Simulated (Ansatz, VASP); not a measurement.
## ZnGeO2: VASP beside Ansatz

```
CELL_PARAMETERS angstrom
3.44705 0.00000 0.00000
0.00000 3.44705 0.00000
0.00000 0.00000 4.85020
ATOMIC_POSITIONS crystal
Zn 0.50000 0.50000 0.50000
Ge 0.00000 0.00000 0.00000
O 0.00000 0.50000 0.28151
O 0.50000 0.00000 0.71849
```

Change from the starting cell: species swapped into the CdHgSe2 type (P-4m2, No. 115).

Alike in both runs: functional PBE; k mesh 6 × 6 × 4; occupations gaussian, width 0.1 eV; no spin polarisation.

Ansatz relaxed the structure, and its values are those at the end. VASP's run is a single point on that final structure, the one shown.

|  | VASP | Ansatz |
| --- | --- | --- |
| version | VASP 6.6.1 | Ansatz 0.2.0 |
| potentials or method | VASP PAW PBE potentials, release 64 (Zn, Ge_d, O), cutoff 520 eV | scalar-relativistic, plane waves, PAW |
| valence electrons in the cell | 38 | 38 |

```csv
,VASP,Ansatz,Ansatz less VASP
gap on the k mesh at the Fermi level (eV),none,none,-
pressure (GPa),0.4,0.0,-0.40
rms of the force components (eV/Å),0.012,0.001,-0.0114
```

A gap of «none» marks a metal or a gap that the smearing closes. With one functional, cell and mesh, what is left measures potentials, basis and numerics.
